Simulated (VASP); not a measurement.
# Re in VASP: a series of runs

Re is run at these levels: PBE; tasks: single point.

Everything below comes from runs of VASP 6.6.1. Logs are shortened: lines on timing, memory, paths and dates and some standing lists are left out, and cuts for length are marked.

### 1 The cell of the first run

The structure is orthorhombic, space group Fmmm (No. 69). The conventional cell has a = 3.915 Å, b = 4.023 Å, c = 4.131 Å, α = 90.00°, β = 90.00°, γ = 90.00°. Re (site symmetry mmm) has 12 Re at 2.81 to 2.88 Å within 3.7 Å.

### 2 Single point, PBE (normal strain along x +0.0275, normal strain along z +0.0550)

Contents of INCAR:

```
SYSTEM = Re
PREC = Accurate ; ENCUT = 520
EDIFF = 1E-7 ; ISMEAR = 0
SIGMA = 0.15 ; LREAL = .False.
LASPH = .True. ; NELM = 80
ALGO = Fast ; ISIF = 2
LWAVE = .False. ; LCHARG = .False.
GGA = PE ; NBANDS = 10
```

Contents of KPOINTS:

```
Automatic mesh
0
Gamma
  10 10 10
  0 0 0
```

Contents of POSCAR:

```
Re
1.0
    0.0000000000      1.9577236186      2.0653984176
    2.0115610181      0.0000000000      2.0653984176
    2.0115610181      1.9577236186      0.0000000000
Re
1
Direct
    0.0000000000      0.0000000000      0.0000000000
```

Potentials or basis: VASP PAW PBE potentials, release 64 (Re).

Launch:

```
$ cat potpaw_PBE.64/Re/POTCAR > POTCAR
$ mpirun -np 1 vasp_std > vasp.out
```

OUTCAR:

```text
SYSTEM = Re
   PREC = Accurate
   ENCUT = 520
   EDIFF = 1E-7
   ISMEAR = 0
   LREAL = .False.
   LASPH = .True.
   NELM = 80
   ISIF = 2
   GGA = PE

 ion  position               nearest neighbor table
   1  0.000  0.000  0.000-

  LATTYP: Found a face centered orthorhombic cell.
 ALAT       =     3.9154472372
 B/A-ratio  =     1.0275000000
 C/A-ratio  =     1.0550000000

  Lattice vectors:

 A1 = (   2.0115610181,   0.0000000000,  -2.0653984176)
 A2 = (   0.0000000000,   1.9577236186,  -2.0653984176)
 A3 = (   2.0115610181,   1.9577236186,   0.0000000000)

Analysis of symmetry for initial positions (statically):
=====================================================================
 Subroutine PRICEL returns:
 Original cell was already a primitive cell.

 Routine SETGRP: Setting up the symmetry group for a
 face centered orthorhombic supercell.

 Subroutine GETGRP returns: Found  8 space group operations
 (whereof  8 operations were pure point group operations)
 out of a pool of  8 trial point group operations.

The static configuration has the point symmetry D_2h.

Analysis of symmetry for dynamics (positions and initial velocities):
=====================================================================
 Subroutine PRICEL returns:
 Original cell was already a primitive cell.

 Routine SETGRP: Setting up the symmetry group for a
 face centered orthorhombic supercell.

 Subroutine GETGRP returns: Found  8 space group operations
 (whereof  8 operations were pure point group operations)
 out of a pool of  8 trial point group operations.

The dynamic configuration has the point symmetry D_2h.

 Subroutine INISYM returns: Found  8 space group operations
 (whereof  8 operations are pure point group operations),
 and found     1 'primitive' translations

----------------------------------------------------------------------------------------

                                     Primitive cell

  volume of cell :      16.2674

  direct lattice vectors                    reciprocal lattice vectors
     0.000000000  1.957723619  2.065398418    -0.248563178  0.255398666  0.242084043
     2.011561018  0.000000000  2.065398418     0.248563178 -0.255398666  0.242084043
     2.011561018  1.957723619  0.000000000     0.248563178  0.255398666 -0.242084043

  length of vectors
     2.845795564  2.883097007  2.806966244     0.430832701  0.430832701  0.430832701

  position of ions in fractional coordinates (direct lattice)
     0.000000000  0.000000000  0.000000000

  ion indices of the primitive-cell ions
   primitive index   ion index
                 1           1

----------------------------------------------------------------------------------------

 KPOINTS: Automatic mesh

Automatic generation of k-mesh.
 Grid dimensions read from file:
 generate k-points for:   10   10   10

 Generating k-lattice:

  Cartesian coordinates                     Fractional coordinates (reciprocal lattice)
    -0.024856318  0.025539867  0.024208404     0.100000000  0.000000000  0.000000000
     0.024856318 -0.025539867  0.024208404    -0.000000000  0.100000000 -0.000000000
     0.024856318  0.025539867 -0.024208404     0.000000000  0.000000000  0.100000000

  Length of vectors
     0.043083270  0.043083270  0.043083270

  Shift w.r.t. Gamma in fractional coordinates (k-lattice)
     0.000000000  0.000000000  0.000000000

 Subroutine IBZKPT returns following result:
 ===========================================

 Found    171 irreducible k-points:

 Following reciprocal coordinates:
            Coordinates               Weight
  0.000000  0.000000  0.000000      1.000000
  0.100000 -0.000000  0.000000      8.000000
  0.200000 -0.000000  0.000000      8.000000
  0.300000  0.000000  0.000000      8.000000
  0.400000 -0.000000  0.000000      8.000000
  0.500000 -0.000000  0.000000      4.000000
[... 16 lines left out ...]
  0.300000  0.300000  0.000000      2.000000
  0.400000  0.300000  0.000000      8.000000
 [... further k-points ...]
   k-points           NKPTS =    171   k-points in BZ     NKDIM =    171   number of bands    NBANDS=     10
   number of dos      NEDOS =    301   number of ions     NIONS =      1
   total plane-waves  NPLWV =  13824
   dimension x,y,z NGX =    24 NGY =   24 NGZ =   24
   dimension x,y,z NGXF=    48 NGYF=   48 NGZF=   48
   ions per type =               1
   NGX,Y,Z   is equivalent  to a cutoff of  14.02, 13.84, 14.21 a.u.
   NGXF,Y,Z  is equivalent  to a cutoff of  28.04, 27.68, 28.43 a.u.
 SYSTEM =  Re
   PREC   = accura    normal or accurate (medium, high low for compatibility)
   ISTART =      0    job   : 0-new  1-cont  2-samecut
   ICHARG =      2    charge: 1-file 2-atom 10-const
   ISPIN  =      1    spin polarized calculation?
   LNONCOLLINEAR =      F non collinear calculations
   LSORBIT =      F    spin-orbit coupling
   LASPH  =      T    aspherical Exc in radial PAW
   ENCUT  =  520.0 eV  38.22 Ry    6.18 a.u.   5.29  5.36  5.22*2*pi/ulx,y,z
   NELM   =     80;   NELMIN=  2; NELMDL= -5     # of ELM steps
   EDIFF  = 0.1E-06   stopping-criterion for ELM
   LREAL  =      F    real-space projection
   EDIFFG = 0.1E-05   stopping-criterion for IOM
   NSW    =      0    number of steps for IOM
   IBRION =     -1    ionic relax: 0-MD 1-quasi-New 2-CG
   NFREE  =      0    steps in history (QN), initial steepest desc. (CG)
   ISIF   =      2    stress and relaxation
   ISYM   =      2    0-nonsym 1-usesym 2-fastsym
   POTIM  = 0.5000    time-step for ionic-motion
   TEBEG  =    0.0;   TEEND  =   0.0 temperature during run
   PSTRESS=    0.0 pullay stress
   NELECT =       7.0000    total number of electrons
   NUPDOWN=      -1.0000    fix difference up-down
   EMIN   =  10.00;   EMAX   =-10.00  energy-range for DOS
   EFERMI =   0.00;   METHOD = LEGACY
   ISMEAR =     0;   SIGMA  =   0.15  broadening in eV -4-tet -1-fermi 0-gaus
   EFERMI_NEDOS =   21; number of points for ismear=-14 and -15
   IALGO  =     68    algorithm
   IMIX   =      4    mixing-type and parameters
     AMIX     =   0.40;   BMIX     =  1.00
     AMIX_MAG =   1.60;   BMIX_MAG =  1.00
  volume/ion in A,a.u.               =      16.27       109.78
  Fermi-wavevector in a.u.,A,eV,Ry     =   1.235951  2.335609 20.783929  1.527576
  Thomas-Fermi vector in A             =   2.370580
   LORBIT       =      0    0 simple, 1 ext, 2 COOP (PROOUT), +10 PAW based schemes
   GGA     = PE    functional components
   LHFCALC =     F    Hartree Fock is set to
   AEXX    =    0.0000 exact exchange contribution
   IVDW    =     0    specifies the selected vdW correction
   LEPSILON=     F    determine dielectric tensor
   LRPA    =     F    only Hartree local field effects (RPA)
 non-spin polarized calculation
 RMM-DIIS sequential band-by-band and
 Gauss-broadening in eV      SIGMA  =   0.15
  energy-cutoff  :      520.00
  volume of cell :       16.27
 maximum number of plane-waves:       449
 NGX is ok and might be reduce to    24
   NGX = 11   NGY = 11   NGZ = 11

 number of electron       7.0000000 magnetization

 Free energy of the ion-electron system (eV)
  ---------------------------------------------------
  ext. energy  EPLUGINS =         0.00000000
  ---------------------------------------------------
  free energy    TOTEN  =       -12.24941646 eV

  energy without entropy =      -12.23690389  energy(sigma->0) =      -12.24316018

 E-fermi :   6.9864     XC(G=0): -13.1801

 val. band max:        6.9639654570   @ k =  -0.3000   0.0000   0.3000
 cond. band min:       6.9913875516   @ k =   0.5000  -0.4000   0.1000
 fundamental gap:      0.0274220946
 Fermi energy:         6.9863505066

 k-point     1 :       0.0000    0.0000    0.0000
  band No.  band energies     occupation
      1      -2.4776      2.00000
      2       4.9585      2.00000
      3       5.3146      2.00000
      4       5.6461      2.00000
      5       7.6065      0.00000
      6       8.4056      0.00000
      7      20.7898      0.00000
      8      25.0741      0.00000
      9      25.8304      0.00000
     10      26.6918      0.00000

 k-point     2 :       0.1000   -0.0000    0.0000
  band No.  band energies     occupation
      1      -2.0681      2.00000
      2       4.9300      2.00000
      3       5.3565      2.00000
      4       5.7294      2.00000
      5       7.5244      0.00000
      6       8.2447      0.00000
      7      21.5401      0.00000
      8      24.0647      0.00000
      9      26.1138      0.00000
     10      27.0609      0.00000

 k-point     3 :       0.2000   -0.0000    0.0000
  band No.  band energies     occupation
      1      -0.9837      2.00000
      2       4.5854      2.00000
      3       5.4873      2.00000
      4       6.0003      2.00000
      5       7.6796      0.00000
      6       8.1064      0.00000
      7      21.5368      0.00000
      8      23.3146      0.00000
      9      28.0043      0.00000
     10      29.0254      0.00000

 k-point     4 :       0.3000    0.0000    0.0000
  band No.  band energies     occupation
      1       0.2046      2.00000
      2       4.7254      2.00000
      3       5.2647      2.00000
      4       5.8959      2.00000
      5       8.6080      0.00000
      6       8.6634      0.00000
      7      19.3143      0.00000
      8      22.8512      0.00000
      9      29.5270      0.00000
     10      30.5285      0.00000
[... 222 lines left out ...]
 k-point    22 :      -0.2000    0.2000   -0.0000
  band No.  band energies     occupation
      1       1.1031      2.00000
      2       3.8336      2.00000
      3       4.9834      2.00000
      4       6.7813      1.94679
      5       7.1818      0.06532
      6      10.4384      0.00000
      7      20.0465      0.00000
      8      23.6206      0.00000
      9      25.1915      0.00000
     10      26.5247      0.00000

 k-point    23 :       0.3000    0.3000    0.0000
  band No.  band energies     occupation
      1       0.8441      2.00000
      2       2.6964      2.00000
      3       5.6110      2.00000
      4       8.2143      0.00000
      5       8.2147      0.00000
      6       9.4906      0.00000
      7      23.0103      0.00000
      8      23.5596      0.00000
      9      23.9951      0.00000
     10      26.7422      0.00000

 k-point    24 :       0.4000    0.3000    0.0000
  band No.  band energies     occupation
      1       1.3212      2.00000
      2       2.5018      2.00000
      3       5.6949      2.00000
      4       8.4642      0.00000
      5       9.7289      0.00000
      6      10.0891      0.00000
      7      19.8916      0.00000
      8      22.1233      0.00000
      9      22.5339      0.00000
     10      27.5727      0.00000

 [... further k-points ...]
[... 5 lines left out ...]
  --------------------------------------------------------------------------------------
  -------------------------------------------------------------------------------------
  Total       -2.5743158     -1.8964186     -3.2150039      0.0000000      0.0000000      0.0000000
  in kB     -253.5443752   -186.7782766   -316.6457457      0.0000000      0.0000000      0.0000000
  external PRESSURE =    -252.3227992 kB  Pullay stress =       0.0000000 kB

 VOLUME and BASIS-vectors are now :
 -----------------------------------------------------------------------------
  energy-cutoff  :      520.00
  volume of cell :       16.27
      direct lattice vectors                 reciprocal lattice vectors
     0.000000000  1.957723619  2.065398418    -0.248563178  0.255398666  0.242084043
     2.011561018  0.000000000  2.065398418     0.248563178 -0.255398666  0.242084043
     2.011561018  1.957723619  0.000000000     0.248563178  0.255398666 -0.242084043

 POSITION                                       TOTAL-FORCE (eV/Angst)
 -----------------------------------------------------------------------------------
      0.00000      0.00000      0.00000         0.000000      0.000000     -0.000000
 -----------------------------------------------------------------------------------
    total drift:                               -0.000000      0.000000      0.000000

  FREE ENERGIE OF THE ION-ELECTRON SYSTEM (eV)
  ---------------------------------------------------
  free  energy   TOTEN  =       -12.2494164599 eV

  energy  without entropy=      -12.2369038901  energy(sigma->0) =      -12.24316018
```

Wall time 19 s (1 thread of Intel Xeon Platinum 8488C (Sapphire Rapids), shared host); peak memory 0.16 GiB.

What came out:

| Property | Result |
| --- | --- |
| Free energy | -12.2494 eV |
| Pressure | -25.2 GPa |

Levels at points of the mesh, in eV from the Fermi level:
| k point | band 1 | band 2 | band 3 | band 4 | band 5 | band 6 |
| --- | --- | --- | --- | --- | --- | --- |
| (0.00, 0.00, 0.00) | -9.46 | -2.03 | -1.67 | -1.34 | 0.62 | 1.42 |
| (0.50, 0.00, 0.00) | -6.21 | -2.17 | -1.54 | 0.06 | 3.04 | 3.39 |
| (0.50, 0.50, 0.00) | -6.06 | -5.18 | 1.88 | 3.20 | 3.66 | 3.97 |
| (0.50, 0.00, 0.50) | -5.98 | -5.26 | 2.92 | 3.13 | 3.67 | 4.06 |
| (0.00, 0.50, 0.50) | -6.02 | -5.20 | 2.38 | 3.10 | 3.49 | 4.19 |

Caveat: the cell differs from its parent crystal (normal strain along x +0.0275, normal strain along z +0.0550); spin-orbit coupling is left out, which moves the levels of the heavy elements.

### 3 Single point, PBE (normal strain along x -0.0550, normal strain along z -0.0550)

Contents of INCAR:

```
SYSTEM = Re
PREC = Accurate
ENCUT = 520
EDIFF = 1E-7
ISMEAR = 0
SIGMA = 0.15
LREAL = .FALSE.
LASPH = .TRUE.
NELM = 60
ALGO = Fast
ISIF = 2
LWAVE = .FALSE.
LCHARG = .FALSE.
GGA = PE
NBANDS = 10
```

Contents of KPOINTS:

```
regular mesh
0
G
  10 10 10
  0 0 0
```

Contents of POSCAR:

```
Re
1.0
    0.0000000000      1.9577236186      1.8500488196
    1.8500488196      0.0000000000      1.8500488196
    1.8500488196      1.9577236186      0.0000000000
Re
1
Direct
    0.0000000000      0.0000000000      0.0000000000
```

Potentials or basis: VASP PAW PBE potentials, release 64 (Re).

Launch:

```
$ cat potpaw_PBE.64/Re/POTCAR > POTCAR
$ mpirun -np 1 vasp_std > vasp.out
```

Run time: 15 s. Hardware: 1 thread of AMD EPYC 7R43 (Zen 3), shared host; peak memory 0.1 GiB.

Results (log left out):

| Item | Value |
| --- | --- |
| Free energy | -12.1073 eV |
| Pressure | 53.5 GPa |

Stress tensor (GPa, compression positive):
```
60.78  0.00  0.00
 0.00 38.82  0.00
 0.00  0.00 60.78
```

Levels at points of the mesh, in eV from the Fermi level:
| k point | band 1 | band 2 | band 3 | band 4 | band 5 | band 6 | band 7 | band 8 |
| --- | --- | --- | --- | --- | --- | --- | --- | --- |
| (0.00, 0.00, 0.00) | -10.83 | -2.83 | -1.89 | -1.89 | 0.72 | 2.09 | 14.00 | 18.73 |
| (0.50, 0.00, 0.00) | -7.64 | -2.96 | -1.99 | 0.40 | 4.12 | 4.64 | 11.47 | 13.42 |
| (0.50, 0.50, 0.00) | -7.76 | -6.83 | 3.70 | 4.22 | 4.71 | 5.81 | 12.22 | 13.33 |
| (0.50, 0.00, 0.50) | -7.77 | -6.74 | 2.43 | 4.45 | 5.21 | 5.21 | 13.74 | 13.74 |

Caveat: the cell differs from its parent crystal (normal strain along x -0.0550, normal strain along z -0.0550); spin-orbit coupling is left out, which moves the levels of the heavy elements.

### 4 Single point, PBE (normal strain along x -0.0275, normal strain along z +0.0000)

Contents of INCAR:

```
SYSTEM = Re
PREC = Accurate
ENCUT = 520
EDIFF = 1E-6
ISMEAR = 0
SIGMA = 0.15
LREAL = .FALSE.
LASPH = .TRUE.
NELM = 100
ALGO = Fast
ISIF = 2
LWAVE = .FALSE.
LCHARG = .TRUE.
GGA = PE
LELF = .TRUE.
LVHAR = .TRUE.
NBANDS = 10
```

KPOINTS is that of step 3.

Contents of POSCAR:

```
Re
1.0
    0.0000000000      1.9577236186      1.9577236186
    1.9038862191      0.0000000000      1.9577236186
    1.9038862191      1.9577236186      0.0000000000
Re
1
Direct
    0.0000000000      0.0000000000      0.0000000000
```

Launch:

```
$ cat potpaw_PBE.64/Re/POTCAR > POTCAR
$ mpirun -np 1 vasp_std > vasp.out
```

Run time: 17 s. Hardware: 1 thread of AMD EPYC 7R43 (Zen 3), shared host; peak memory 0.11 GiB.

Results (log left out):

```
Free energy : -12.3579 eV
Pressure    : 10.2 GPa
```

Stress tensor (GPa, compression positive):
```
15.99  0.00  0.00
 0.00  7.28  0.00
 0.00  0.00  7.28
```

Levels at points of the mesh, in eV from the Fermi level:
```tsv
k point	band 1	band 2	band 3	band 4	band 5	band 6	band 7	band 8
(0.00, 0.00, 0.00)	-10.23	-2.10	-2.10	-1.70	0.97	1.52	13.90	19.25
(0.50, 0.00, 0.00)	-6.98	-2.41	-1.96	0.19	3.71	3.97	10.07	13.37
(0.50, 0.50, 0.00)	-6.96	-6.04	2.61	3.79	4.37	4.80	12.26	12.70
(0.00, 0.50, 0.50)	-6.93	-6.11	3.21	3.77	4.61	4.61	12.00	12.00
```

Caveat: the cell differs from its parent crystal (normal strain along x -0.0275, normal strain along z +0.0000); spin-orbit coupling is left out, which moves the levels of the heavy elements.

(Part 1 of 2 ends here.)
